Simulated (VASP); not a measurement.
# Si9C8 (a cell with a defect) in VASP: a series of runs, part 2 of 2

VASP 6.6.1. Earlier steps stand in the parts before.

## (3) Single point, r2SCAN+D3(BJ)

Input file POSCAR:

```
Si9C8
1.0
    0.0000000000      4.3539930000      4.3539930000
    4.3539930000      0.0000000000      4.3539930000
    4.3539930000      4.3539930000      0.0000000000
Si C
9 8
Direct
    0.1645730712      0.1601862934      0.0094051598
    0.1355077971      0.1411348158      0.5903087120
    0.1266079206      0.6631269274      0.0677424148
    0.1632754118      0.6123344709      0.6410207825
    0.4942819155      0.1442813528      0.2062704281
    0.6586942147      0.0961760848      0.6810415175
    0.6171116949      0.6210850592      0.1298118761
    0.6298815823      0.5677776698      0.6669050685
    0.8782972320      0.8917791094      0.3623340690
   -0.0213826710      0.0128158222     -0.0193845052
    0.0096692852     -0.0134818774      0.4969002017
   -0.0098415409      0.5318910710     -0.0309945377
    0.0022508075      0.5408368824      0.4867715681
    0.4802028850     -0.0166973167      0.0326596758
    0.5129199794     -0.0571314653      0.5564891813
    0.4990821069      0.4755404981      0.0223013680
    0.5287100829      0.4762524882      0.5094633822
```

Input file INCAR.step1:

```
PREC = Accurate ; ENCUT = 520
ISMEAR = -1 ; SIGMA = 0.02
LREAL = Auto ; LASPH = T
NELM = 60 ; NBANDS = 48
GGA = PE ; ALGO = Normal
EDIFF = 1E-4 ; LWAVE = T
LCHARG = F
```

Input file INCAR.step2:

```
PREC = Accurate ; ENCUT = 520
EDIFF = 1E-7 ; ISMEAR = -1
SIGMA = 0.02 ; LREAL = Auto
LASPH = T ; NELM = 60
ALGO = Normal ; ISIF = 2
LWAVE = F ; LCHARG = T
METAGGA = R2SCAN ; LMIXTAU = T
IVDW = 12 ; VDW_S6 = 1.0
VDW_S8 = 0.78981345 ; VDW_A1 = 0.49484001
VDW_A2 = 5.73083694 ; LELF = T
LVHAR = T ; NBANDS = 48
ISTART = 1
```

Input file KPOINTS:

```
Automatic mesh
0
Gamma
  2 2 2
```

Potentials or basis: VASP PAW PBE potentials, release 64 (Si, C).

Started as:

```sh
$ cat potpaw_PBE.64/Si/POTCAR potpaw_PBE.64/C/POTCAR > POTCAR
$ cp INCAR.step1 INCAR
$ mpirun -np 1 vasp_std > vasp.out
$ cp INCAR.step2 INCAR
$ mpirun -np 1 vasp_std > vasp.out
```

OUTCAR:

```text
PREC = Accurate
   ENCUT = 520
   EDIFF = 1E-7
   ISMEAR = -1
   LREAL = Auto
   LASPH = T
   NELM = 60
   ISIF = 2
   METAGGA = R2SCAN
   IVDW = 12
   ISTART = 1
 IVDW          = 12

 ion  position               nearest neighbor table
   1  0.165  0.160  0.009-  14 1.73  10 1.89  12 1.92  11 2.45   9 2.46   4 2.56   6 2.64   2 2.74
                             5 2.78   3 3.01   7 3.11
   2  0.136  0.141  0.590-  11 1.89  15 1.97  10 1.97  13 2.02   5 2.29   1 2.74   6 2.83   8 2.90
                             3 2.94   4 3.03
   3  0.127  0.663  0.068-  10 1.77  12 1.85  16 1.92  13 2.11   9 2.29   4 2.69   8 2.83   5 2.83
                             2 2.94   1 3.01   7 3.09   7 3.10
   4  0.163  0.612  0.641-  12 1.68  17 1.84  11 1.90  13 1.97   9 2.45   1 2.56   3 2.69   8 2.83
                             7 2.98   2 3.03   6 3.05   6 3.12
   5  0.494  0.144  0.206-  16 1.78  14 1.84  15 1.91   2 2.29   9 2.46  10 2.46   1 2.78   3 2.83
                             6 2.99   8 3.04   7 3.15   7 3.15
   6  0.659  0.096  0.681-  14 1.81  11 1.81  17 1.93  15 2.13   9 2.32   1 2.64   8 2.78   2 2.83
                             7 2.87   5 2.99   4 3.05   4 3.12
   7  0.617  0.621  0.130-  14 1.83  16 1.87  12 1.89  17 1.92   6 2.87   4 2.98   8 2.99   3 3.09
                             3 3.10   1 3.11   5 3.15   5 3.15
   8  0.630  0.568  0.667-  17 1.77  16 1.79  15 1.89  13 1.94   9 2.51   6 2.78   4 2.83   3 2.83
                             2 2.90   7 2.99   5 3.04
   9  0.878  0.892  0.362-  13 1.77  11 1.82  15 1.89  10 1.93   3 2.29   6 2.32   4 2.45   5 2.46
                             1 2.46   8 2.51
  10  0.979  0.013  0.981-   3 1.77   1 1.89   9 1.93   2 1.97   5 2.46
  11  0.010  0.987  0.497-   6 1.81   9 1.82   2 1.89   4 1.90   1 2.45
  12  0.990  0.532  0.969-   4 1.68   3 1.85   7 1.89   1 1.92
  13  0.002  0.541  0.487-   9 1.77   8 1.94   4 1.97   2 2.02   3 2.11
  14  0.480  0.983  0.033-   1 1.73   6 1.81   7 1.83   5 1.84
  15  0.513  0.943  0.556-   9 1.89   8 1.89   5 1.91   2 1.97   6 2.13
  16  0.499  0.476  0.022-   5 1.78   8 1.79   7 1.87   3 1.92
  17  0.529  0.476  0.509-   8 1.77   4 1.84   7 1.92   6 1.93

  LATTYP: Found a face centered cubic cell.
 ALAT       =     8.7079860000

  Lattice vectors:

 A1 = (   0.0000000000,   4.3539930000,   4.3539930000)
 A2 = (   4.3539930000,   0.0000000000,   4.3539930000)
 A3 = (   4.3539930000,   4.3539930000,   0.0000000000)
[... 170 lines left out ...]
   LRPA    =     F    only Hartree local field effects (RPA)
 non-spin polarized calculation
  energy-cutoff  :      520.00
  volume of cell :      165.08
 maximum number of plane-waves:      4477
 NGX is ok and might be reduce to    48
   NGX = 23   NGY = 23   NGZ = 23

 number of electron      68.0000000 magnetization

 Free energy of the ion-electron system (eV)
  ---------------------------------------------------
  ext. energy  EPLUGINS =         0.00000000
  ---------------------------------------------------
  free energy    TOTEN  =      -149.40274256 eV

  energy without entropy =     -149.40244665  energy(sigma->0) =     -149.40259460

 E-fermi :  11.5992     XC(G=0): -12.3897

 val. band max:       11.4916329967   @ k =   0.0000   0.5000   0.0000
 cond. band min:      11.7068802536   @ k =   0.0000   0.0000   0.0000
 fundamental gap:      0.2152472570
 Fermi energy:        11.5991754965

 k-point     1 :       0.0000    0.0000    0.0000
  band No.  band energies     occupation
      1      -8.2264      2.00000
      2      -4.9830      2.00000
      3      -4.4335      2.00000
      4      -4.3715      2.00000
      5      -4.2714      2.00000
      6      -3.0074      2.00000
[... 381 lines left out ...]
     45      16.8221      0.00000
     46      17.0138      0.00000
 [bands above 46 left out]

------------------------ aborting loop because EDIFF is reached ----------------------------------------

 Edisp (eV)   -2.68199

 E8    (eV) :    -0.7703

  FORCE on cell =-STRESS in cart. coord.  units (eV):
  Direction    XX          YY          ZZ          XY          YZ          ZX
  --------------------------------------------------------------------------------------
  -------------------------------------------------------------------------------------
  Total      22.37552    14.35480    15.43440    -0.83902    -1.07788    -4.34531
  in kB     217.16536   139.32039   149.79840    -8.14311   -10.46134   -42.17334
  external pressure =      168.76 kB  Pullay stress =        0.00 kB

 VOLUME and BASIS-vectors are now :
 -----------------------------------------------------------------------------
  energy-cutoff  :      520.00
  volume of cell :      165.08
      direct lattice vectors                 reciprocal lattice vectors
     0.000000000  4.353993000  4.353993000    -0.114837116  0.114837116  0.114837116
     4.353993000  0.000000000  4.353993000     0.114837116 -0.114837116  0.114837116
     4.353993000  4.353993000  0.000000000     0.114837116  0.114837116 -0.114837116

 POSITION                                       TOTAL-FORCE (eV/Angst)
 -----------------------------------------------------------------------------------
      0.73840      0.75750      1.41400         1.402885     -2.771313     -1.612051
      3.18470      3.16020      1.20450         0.812097      0.147930      0.410375
      3.18220      0.84620      3.43850        -2.150832      2.127835     -1.430547
      5.45710      3.50190      3.37700        -2.811339     -2.668835      1.354557
      1.52630      3.05020      2.78030        -0.506152      0.368620     -0.651526
      3.38400      5.83320      3.28670         0.940484     -2.586869      0.198650
[... 9 lines left out ...]
      2.16760      2.27010      4.24350         1.641666     -0.765294      0.760150
      4.29180      4.52020      4.37560        -1.214928     -0.625492     -0.752974
 -----------------------------------------------------------------------------------
    total drift:                               -0.017362     -0.020617     -0.017612

  FREE ENERGIE OF THE ION-ELECTRON SYSTEM (eV)
  ---------------------------------------------------
  free  energy   TOTEN  =      -152.0847306545 eV

  energy  without entropy=     -152.0844347459  energy(sigma->0) =     -152.08458270
```

OUTCAR.step1:

```text
PREC = Accurate
   ENCUT = 520
   ISMEAR = -1
   LREAL = Auto
   LASPH = T
   NELM = 60
[... 652 lines left out ...]
      1.52630      3.05020      2.78030        -0.639663      0.294235     -0.526862
      3.38400      5.83320      3.28670         0.942484     -2.526142      0.147362
[... 9 lines left out ...]
      2.16760      2.27010      4.24350         1.605914     -0.681148      0.691306
      4.29180      4.52020      4.37560        -1.296360     -0.598808     -0.788108
 -----------------------------------------------------------------------------------
    total drift:                               -0.015433     -0.021235     -0.016034

  FREE ENERGIE OF THE ION-ELECTRON SYSTEM (eV)
  ---------------------------------------------------
  free  energy   TOTEN  =      -112.6875967153 eV

  energy  without entropy=     -112.6808974919  energy(sigma->0) =     -112.68424710
```

OSZICAR.step1:

```text
N       E                     dE             d eps       ncg     rms          rms(c)
DAV:   1     0.202315054212E+03    0.20232E+03   -0.31693E+04   768   0.129E+03
DAV:   2    -0.107466542133E+03   -0.30978E+03   -0.29640E+03   976   0.225E+02
DAV:   3    -0.126815781970E+03   -0.19349E+02   -0.19131E+02   968   0.526E+01
DAV:   4    -0.127155621035E+03   -0.33984E+00   -0.33879E+00   960   0.785E+00
DAV:   5    -0.127162635453E+03   -0.70144E-02   -0.70111E-02   952   0.109E+00    0.267E+01
DAV:   6    -0.113174837379E+03    0.13988E+02   -0.41293E+01   952   0.215E+01    0.127E+01
DAV:   7    -0.112759143274E+03    0.41569E+00   -0.48017E+00   984   0.791E+00    0.519E+00
DAV:   8    -0.112692353942E+03    0.66789E-01   -0.29845E-01   936   0.213E+00    0.163E+00
DAV:   9    -0.112686864685E+03    0.54893E-02   -0.33655E-02   920   0.802E-01    0.320E-01
DAV:  10    -0.112687370065E+03   -0.50538E-03   -0.41021E-03   960   0.267E-01    0.202E-01
DAV:  11    -0.112687558849E+03   -0.18878E-03   -0.54438E-04   904   0.108E-01    0.783E-02
DAV:  12    -0.112687596715E+03   -0.37866E-04   -0.97174E-05   576   0.474E-02
   1 F= -.11268760E+03 E0= -.11268425E+03  d E =-.669922E-02
```

Wall time 3.6 min (1 thread of Intel Xeon 6975P-C (Granite Rapids), shared host); peak memory 0.34 GiB.

What came out:

```yaml
Free_energy: -152.0847 eV
Pressure: 16.9 GPa
Largest_force: 5.039 eV/Å
Band_gap_on_the_k_mesh: zero (band 34 reaches 12.42 eV, above the bottom of band 35 at 10.02 eV)
Dispersion_energy_per_atom: -0.158 eV
```

Forces in eV/Å, atoms in the order of the input:
```
Si   1.403 -2.771 -1.612
Si   0.812  0.148  0.410
Si  -2.151  2.128 -1.431
Si  -2.811 -2.669  1.355
Si  -0.506  0.369 -0.652
Si   0.940 -2.587  0.199
Si  -0.364  1.623 -0.592
Si   0.065  0.236  2.250
Si   0.733 -1.774  0.828
C    1.193  0.621  1.094
C   -0.045  0.330  0.067
C    2.106  3.089 -3.379
C   -1.506  0.601 -1.419
C   -0.846  1.720  1.169
C    0.551  0.329  1.705
C    1.642 -0.765  0.760
C   -1.215 -0.625 -0.753
```

Stress tensor (GPa, compression positive):
```
21.72 -0.81 -4.22
-0.81 13.93 -1.05
-4.22 -1.05 14.98
```

Caveat: the k points lie up to 0.62 Å⁻¹ apart; the PAW data sets were made with another functional, which shifts forces and pressure a little.
